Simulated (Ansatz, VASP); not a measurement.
Two plane-wave programs on KBr

```
CELL_PARAMETERS angstrom
0.00000 3.31308 3.31308
3.29250 0.02058 3.29250
3.29250 3.29250 0.02058
ATOMIC_POSITIONS crystal
K 0.00000 0.00000 0.00000
Br 0.50000 0.50000 0.50000
```

Change from the starting cell: strain +0.0125 x Voigt [0, 0, 0, 1, 0, 0], atoms carried along.

Alike in both runs: task single point; functional PBE; k mesh 6 × 6 × 6; occupations gaussian, width 0.05 eV; no spin polarisation.

|  | VASP | Ansatz |
| --- | --- | --- |
| version | VASP 6.6.1 | Ansatz 0.2.0 |
| potentials or method | VASP PAW PBE potentials, release 64 (K_sv, Br), cutoff 520 eV | scalar-relativistic, plane waves, PAW |
| valence electrons in the cell | 16 | 16 |

|  | VASP | Ansatz | Ansatz less VASP |
| --- | --- | --- | --- |
| gap on the k mesh at the Fermi level (eV) | 4.44 | 4.44 | +0.002 |
| least direct gap on the mesh (eV) | 4.44 | 4.44 | +0.002 |
| pressure (GPa) | 0.9 | 0.8 | -0.04 |
| traceless stress, the component that is largest in VASP (GPa) | -0.06 | -0.06 | -0.001 |

The functional is the same, so the differences come from potentials, cutoffs and numerics.
